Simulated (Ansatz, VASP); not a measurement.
## Two plane-wave programs on MgCdO

```
Mg Cd O
1.0
     3.16622    0.00000    0.00000
     0.00000    3.16622    0.00000
     0.00000    0.00000    6.88905
Mg Cd O
1 1 1
Direct
  0.00000 0.00000 0.50000
  0.00000 0.00000 0.00000
  0.50000 0.50000 0.00000
```

Change from the starting cell: species swapped into the TiOF type (P4/mmm, No. 123).

Alike in both runs: functional PBE; k mesh 14 × 14 × 8; occupations gaussian, width 0.1 eV; no spin polarisation.

Ansatz relaxed the structure, and its values are those at the end. VASP's run is a single point on that final structure, the one shown.

```csv
,VASP,Ansatz
version,VASP 6.6.1,Ansatz 0.2.0
potentials or method,"VASP PAW PBE potentials, release 64 (Mg_sv, Cd_sv_GW, O), cutoff 750 eV","scalar-relativistic, plane waves, PAW"
valence electrons in the cell,36,36
```

|  | VASP | Ansatz | Ansatz less VASP |
| --- | --- | --- | --- |
| gap on the k mesh at the Fermi level (eV) | none | none | - |
| pressure (GPa) | -0.3 | 0.0 | +0.34 |

A gap of «none» marks a metal or a gap that the smearing closes.
